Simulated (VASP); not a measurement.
# PbSe in VASP: further runs

The runs below take PbSe through single point, with PBE.

Everything below comes from runs of VASP 6.6.1. Logs are shortened: lines on timing, memory, paths and dates and some standing lists are left out, and cuts for length are marked.

### 1 The cell of the first run

It takes space group Pm-3m (No. 221, cubic). Conventional cell: a = 3.648 Å, b = 3.648 Å, c = 3.648 Å, α = 90.00°, β = 90.00°, γ = 90.00°. Pb (site symmetry m-3m) has 8 Se at 3.16 Å and 6 Pb at 3.65 Å within 4.2 Å. Within 4.2 Å of Se (site symmetry m-3m) lie 8 Pb at 3.16 Å and 6 Se at 3.65 Å.

### 2 Single point, PBE (strained)

INCAR reads:

```
  PREC = Accurate
  ENCUT = 500
  EDIFF = 1E-6
  ISMEAR = 0
  SIGMA = 0.1
  LREAL = False
  LASPH = True
  NELM = 120
  ALGO = Normal
  ISIF = 2
  LWAVE = False
  LCHARG = False
  GGA = PE
  NBANDS = 17
  GGA_COMPAT = False
```

KPOINTS reads:

```
Automatic mesh
0
Gamma
  12 12 12
```

POSCAR reads:

```
PbSe
1.0
    3.6483513105      0.0000000000      0.0000000000
    0.0000000000      3.6483513105      0.0000000000
    0.0000000000      0.0000000000      3.6483513105
Pb Se
1 1
Direct
    0.0000000000      0.0000000000      0.0000000000
    0.5000000000      0.5000000000      0.5000000000
```

Potentials or basis: VASP PAW PBE potentials, release 64 (Pb_d, Se).

On the command line:

```bash
$ cat potpaw_PBE.64/Pb_d/POTCAR potpaw_PBE.64/Se/POTCAR > POTCAR
$ mpirun -np 1 vasp_std > vasp.out
```

OUTCAR:

```text
PREC = Accurate
   ENCUT = 500
   EDIFF = 1E-6
   ISMEAR = 0
   LREAL = False
   LASPH = True
   NELM = 120
   ISIF = 2
   GGA = PE

 ion  position               nearest neighbor table
   1  0.000  0.000  0.000-   2 3.16   2 3.16   2 3.16   2 3.16   2 3.16   2 3.16   2 3.16   2 3.16

   2  0.500  0.500  0.500-   1 3.16   1 3.16   1 3.16   1 3.16   1 3.16   1 3.16   1 3.16   1 3.16

  LATTYP: Found a simple cubic cell.
 ALAT       =     3.6483513105

  Lattice vectors:

 A1 = (   3.6483513105,   0.0000000000,   0.0000000000)
 A2 = (   0.0000000000,   3.6483513105,   0.0000000000)
 A3 = (   0.0000000000,   0.0000000000,   3.6483513105)

Analysis of symmetry for initial positions (statically):
=====================================================================
 Subroutine PRICEL returns:
 Original cell was already a primitive cell.

 Routine SETGRP: Setting up the symmetry group for a
 simple cubic supercell.

 Subroutine GETGRP returns: Found 48 space group operations
 (whereof 48 operations were pure point group operations)
 out of a pool of 48 trial point group operations.

The static configuration has the point symmetry O_h .

Analysis of symmetry for dynamics (positions and initial velocities):
=====================================================================
 Subroutine PRICEL returns:
 Original cell was already a primitive cell.

 Routine SETGRP: Setting up the symmetry group for a
 simple cubic supercell.

 Subroutine GETGRP returns: Found 48 space group operations
 (whereof 48 operations were pure point group operations)
 out of a pool of 48 trial point group operations.

The dynamic configuration has the point symmetry O_h .

 Subroutine INISYM returns: Found 48 space group operations
 (whereof 48 operations are pure point group operations),
 and found     1 'primitive' translations

----------------------------------------------------------------------------------------

                                     Primitive cell

  volume of cell :      48.5613

  direct lattice vectors                    reciprocal lattice vectors
     3.648351310  0.000000000  0.000000000     0.274096411  0.000000000  0.000000000
     0.000000000  3.648351310  0.000000000     0.000000000  0.274096411  0.000000000
     0.000000000  0.000000000  3.648351310     0.000000000  0.000000000  0.274096411

  length of vectors
     3.648351310  3.648351310  3.648351310     0.274096411  0.274096411  0.274096411

[... 79 lines left out ...]
   NELM   =    120;   NELMIN=  2; NELMDL= -5     # of ELM steps
   EDIFF  = 0.1E-05   stopping-criterion for ELM
   LREAL  =      F    real-space projection
   EDIFFG = 0.1E-04   stopping-criterion for IOM
   NSW    =      0    number of steps for IOM
   IBRION =     -1    ionic relax: 0-MD 1-quasi-New 2-CG
   NFREE  =      0    steps in history (QN), initial steepest desc. (CG)
   ISIF   =      2    stress and relaxation
   ISYM   =      2    0-nonsym 1-usesym 2-fastsym
   POTIM  = 0.5000    time-step for ionic-motion
   TEBEG  =    0.0;   TEEND  =   0.0 temperature during run
   PSTRESS=    0.0 pullay stress
   NELECT =      20.0000    total number of electrons
   NUPDOWN=      -1.0000    fix difference up-down
   EMIN   =  10.00;   EMAX   =-10.00  energy-range for DOS
   EFERMI =   0.00;   METHOD = LEGACY
   ISMEAR =     0;   SIGMA  =   0.10  broadening in eV -4-tet -1-fermi 0-gaus
   EFERMI_NEDOS =   21; number of points for ismear=-14 and -15
   IALGO  =     38    algorithm
   IMIX   =      4    mixing-type and parameters
     AMIX     =   0.40;   BMIX     =  1.00
     AMIX_MAG =   1.60;   BMIX_MAG =  1.00
  volume/ion in A,a.u.               =      24.28       163.85
  Fermi-wavevector in a.u.,A,eV,Ry     =   1.218021  2.301726 20.185272  1.483576
  Thomas-Fermi vector in A             =   2.353322
   LORBIT       =      0    0 simple, 1 ext, 2 COOP (PROOUT), +10 PAW based schemes
   GGA     = PE    functional components
   LHFCALC =     F    Hartree Fock is set to
   AEXX    =    0.0000 exact exchange contribution
   IVDW    =     0    specifies the selected vdW correction
   LEPSILON=     F    determine dielectric tensor
   LRPA    =     F    only Hartree local field effects (RPA)
 non-spin polarized calculation
 Gauss-broadening in eV      SIGMA  =   0.10
  energy-cutoff  :      500.00
  volume of cell :       48.56
 maximum number of plane-waves:      1253
 NGX is ok and might be reduce to    28
   NGX = 13   NGY = 13   NGZ = 13

 number of electron      19.9999994 magnetization

 Free energy of the ion-electron system (eV)
  ---------------------------------------------------
  ext. energy  EPLUGINS =         0.00000000
  ---------------------------------------------------
  free energy    TOTEN  =        -7.61488939 eV

  energy without entropy =       -7.61071760  energy(sigma->0) =       -7.61280349

 E-fermi :   6.5620     XC(G=0): -10.4827

 val. band max:        6.5462404225   @ k =   0.5000   0.4167   0.4167
 cond. band min:       6.5646469678   @ k =   0.5000   0.0000   0.0000
 fundamental gap:      0.0184065454
 Fermi energy:         6.5620345789

 k-point     1 :       0.0000    0.0000    0.0000
  band No.  band energies     occupation
      1     -10.3800      2.00000
      2     -10.3800      2.00000
      3     -10.1710      2.00000
      4     -10.1710      2.00000
      5     -10.1710      2.00000
      6      -7.4032      2.00000
[... 457 lines left out ...]
      4     -10.2084      2.00000
      5     -10.1532      2.00000
      6      -5.5329      2.00000
[... 9 lines left out ...]
     16      16.7935      0.00000
     17      17.6499      0.00000

 [... further k-points ...]

------------------------ aborting loop because EDIFF is reached ----------------------------------------

  FORCE on cell =-STRESS in cart. coord.  units (eV):
  Direction    XX          YY          ZZ          XY          YZ          ZX
  --------------------------------------------------------------------------------------
  -------------------------------------------------------------------------------------
  Total        1.9777133      1.9777133      1.9777133     -0.0000000     -0.0000000      0.0000000
  in kB       65.2505177     65.2505177     65.2505177     -0.0000000     -0.0000000      0.0000000
  external PRESSURE =      65.2505177 kB  Pullay stress =       0.0000000 kB

 VOLUME and BASIS-vectors are now :
 -----------------------------------------------------------------------------
  energy-cutoff  :      500.00
  volume of cell :       48.56
      direct lattice vectors                 reciprocal lattice vectors
     3.648351310  0.000000000  0.000000000     0.274096411  0.000000000  0.000000000
     0.000000000  3.648351310  0.000000000     0.000000000  0.274096411  0.000000000
     0.000000000  0.000000000  3.648351310     0.000000000  0.000000000  0.274096411

 POSITION                                       TOTAL-FORCE (eV/Angst)
 -----------------------------------------------------------------------------------
      0.00000      0.00000      0.00000         0.000000      0.000000      0.000000
      1.82418      1.82418      1.82418         0.000000      0.000000      0.000000
 -----------------------------------------------------------------------------------
    total drift:                               -0.000000      0.000000     -0.000000

  FREE ENERGIE OF THE ION-ELECTRON SYSTEM (eV)
  ---------------------------------------------------
  free  energy   TOTEN  =        -7.6148893925 eV

  energy  without entropy=       -7.6107175966  energy(sigma->0) =       -7.61280349
```

stdout:

```text
POSCAR found type information on POSCAR PbSe
 POSCAR found :  2 types and       2 ions
 scaLAPACK will be used
 LDA part: xc-table for (Slater+PW92), standard interpolation
 POSCAR, INCAR and KPOINTS ok, starting setup
 FFT: planning ... GRIDC
 FFT: planning ... GRID_SOFT
 FFT: planning ... GRID
 WAVECAR not read
 entering main loop
```

Run time: 36 s. Hardware: 1 thread of Intel Xeon Platinum 8259CL at 2.50GHz (Skylake/Cascade Lake), shared host; peak memory 0.2 GiB.

What came out:

- Free energy: -7.6149 eV
- Pressure: 6.5 GPa
- Band gap on the k mesh: zero (band 10 reaches 6.82 eV, above the bottom of band 11 at 5.66 eV)

Levels at points of the mesh, in eV from the Fermi level:
```tsv
k point	band 6	band 7	band 8	band 9	band 10	band 11	band 12	band 13	band 14	band 15
(0.00, 0.00, 0.00)	-13.97	-6.77	-1.78	-1.78	-1.78	5.00	5.00	6.88	6.88	6.88
(0.50, 0.00, 0.00)	-12.64	-9.42	-0.34	-0.34	0.00	0.22	3.60	3.60	6.26	8.67
(0.50, 0.50, 0.00)	-11.74	-7.50	-5.01	-5.01	-0.07	4.53	4.53	5.58	7.01	9.37
(0.50, 0.50, 0.50)	-11.48	-6.15	-2.72	-2.72	-2.72	-0.90	-0.90	-0.90	14.97	14.97
```

Caveat: the cell differs from its parent crystal (strained); spin-orbit coupling is left out, which moves the levels of the heavy elements.

### 3 Single point, PBE (strained)

INCAR reads:

```
PREC = Accurate ; ENCUT = 500
EDIFF = 1E-6 ; ISMEAR = 0
SIGMA = 0.1 ; LREAL = F
LASPH = T ; NELM = 120
ALGO = Normal ; ISIF = 2
LWAVE = F ; LCHARG = F
GGA = PE ; NBANDS = 17
GGA_COMPAT = F
```

KPOINTS is that of step 2.

POSCAR reads:

```
PbSe
1.0
    3.9652504348      0.0000000000      0.0000000000
    0.0000000000      3.9652504348      0.0000000000
    0.0000000000      0.0000000000      3.9652504348
Pb Se
1 1
Direct
    0.0000000000      0.0000000000      0.0000000000
    0.5000000000      0.5000000000      0.5000000000
```

Potentials or basis: VASP PAW PBE potentials, release 64 (Pb_d, Se).

On the command line:

```bash
$ cat potpaw_PBE.64/Pb_d/POTCAR potpaw_PBE.64/Se/POTCAR > POTCAR
$ mpirun -np 1 vasp_std > vasp.out
```

Wall time 54 s (1 thread of Intel Xeon Platinum 8259CL at 2.50GHz (Skylake/Cascade Lake), shared host); peak memory 0.23 GiB.

It converged, with:

```
Free energy            : -7.5769 eV
Pressure               : -5.1 GPa
Band gap on the k mesh : zero (band 10 reaches 4.02 eV, above the bottom of band 11 at 3.69 eV)
```

Levels at points of the mesh, in eV from the Fermi level:
```tsv
k point	band 7	band 8	band 9	band 10	band 11	band 12	band 13	band 14
(0.00, 0.00, 0.00)	-7.42	-1.20	-1.20	-1.20	5.09	5.09	5.09	5.22
(0.50, 0.00, 0.00)	-8.56	-0.55	-0.21	-0.21	-0.02	3.08	3.08	6.71
(0.50, 0.50, 0.00)	-7.53	-3.61	-3.61	0.02	3.57	3.57	4.26	6.47
(0.50, 0.50, 0.50)	-6.79	-1.91	-1.91	-1.91	-0.31	-0.31	-0.31	12.37
```

Caveat: the cell differs from its parent crystal (strained); spin-orbit coupling is left out, which moves the levels of the heavy elements.

### 4 Single point, PBE (atoms moved at random and the cell strained at random)

INCAR reads:

```
SYSTEM = PbSe
PREC = Accurate
ENCUT = 500
EDIFF = 1E-6
ISMEAR = 0
SIGMA = 0.1
LREAL = .False.
LASPH = .True.
NELM = 120
ALGO = Normal
ISIF = 2
LWAVE = .False.
LCHARG = .False.
GGA = PE
NBANDS = 17
GGA_COMPAT = .False.
```

KPOINTS reads:

```
Automatic mesh
0
Gamma
  10 10 10
  0 0 0
```

POSCAR reads:

```
PbSe
1.0
    3.7155987125     -0.0037464788      0.0007190212
   -0.0037464788      3.7495062376     -0.0009460805
    0.0007190212     -0.0009460805      3.7384181741
Pb Se
1 1
Direct
   -0.0120549995     -0.0048648080     -0.0090769232
    0.5120549995      0.5048648080      0.5090769232
```

On the command line:

```bash
$ cat potpaw_PBE.64/Pb_d/POTCAR potpaw_PBE.64/Se/POTCAR > POTCAR
$ mpirun -np 1 vasp_std > vasp.out
```

It took 3.7 min on 1 thread of Intel Xeon Platinum 8259CL at 2.50GHz (Skylake/Cascade Lake), shared host; peak memory 0.51 GiB.

Results (log left out):

| Property | Result |
| --- | --- |
| Free energy | -7.7117 eV |
| Pressure | 2.3 GPa |
| Largest force | 0.059 eV/Å |
| Band gap on the k mesh | zero (band 10 reaches 5.86 eV, above the bottom of band 11 at 5.05 eV) |

Forces in eV/Å, atoms in the order of the input:
```
Pb  -0.042 -0.021 -0.036
Se   0.042  0.021  0.036
```

Stress tensor (GPa, compression positive):
```
2.71 0.06 0.08
0.06 2.01 0.04
0.08 0.04 2.26
```

Levels at points of the mesh, in eV from the Fermi level:
| k point | band 7 | band 8 | band 9 | band 10 | band 11 | band 12 | band 13 | band 14 |
| --- | --- | --- | --- | --- | --- | --- | --- | --- |
| (0.00, 0.00, 0.00) | -6.99 | -1.68 | -1.63 | -1.53 | 4.92 | 4.95 | 6.32 | 6.39 |
| (0.50, 0.00, 0.00) | -9.10 | -0.41 | -0.36 | -0.29 | 0.16 | 3.42 | 3.49 | 6.38 |
| (0.00, 0.50, 0.00) | -9.18 | -0.39 | -0.31 | -0.19 | 0.24 | 3.41 | 3.54 | 6.41 |
| (0.50, 0.50, 0.00) | -7.52 | -4.60 | -4.57 | -0.06 | 4.19 | 4.26 | 5.13 | 6.83 |
| (0.00, 0.00, 0.50) | -9.15 | -0.40 | -0.33 | -0.23 | 0.22 | 3.37 | 3.57 | 6.40 |
| (0.50, 0.00, 0.50) | -7.51 | -4.59 | -4.55 | -0.09 | 4.15 | 4.20 | 5.09 | 6.81 |
| (0.00, 0.50, 0.50) | -7.56 | -4.62 | -4.60 | -0.01 | 4.30 | 4.32 | 5.21 | 6.89 |
| (0.50, 0.50, 0.50) | -6.37 | -2.58 | -2.54 | -2.51 | -0.75 | -0.66 | -0.61 | 14.01 |

Caveat: the cell differs from its parent crystal (atoms moved at random and the cell strained at random); spin-orbit coupling is left out, which moves the levels of the heavy elements.

### 5 Overview

| cell | k mesh | gap on the mesh (eV) | pressure (GPa) |
| --- | --- | --- | --- |
| a = 3.648 Å, 2 atoms | 12 × 12 × 12 | none | 6.5 |
| a = 3.965 Å, 2 atoms | 12 × 12 × 12 | none | -5.1 |
| a = 3.716, b = 3.750, c = 3.738 Å, angles 90.0, 90.0, 90.1°, 2 atoms | 10 × 10 × 10 | none | 2.3 |

Alike in all rows: task single point; level PBE; potentials or basis VASP PAW PBE potentials, release 64 (Pb_d, Se); no spin polarisation; cutoff (eV) 500; smearing gaussian 0.1 eV.

Caveats: spin-orbit coupling is left out, which moves the levels of the heavy elements.

Total energies depend on the potentials used, so only differences within one code and one set of settings carry meaning.
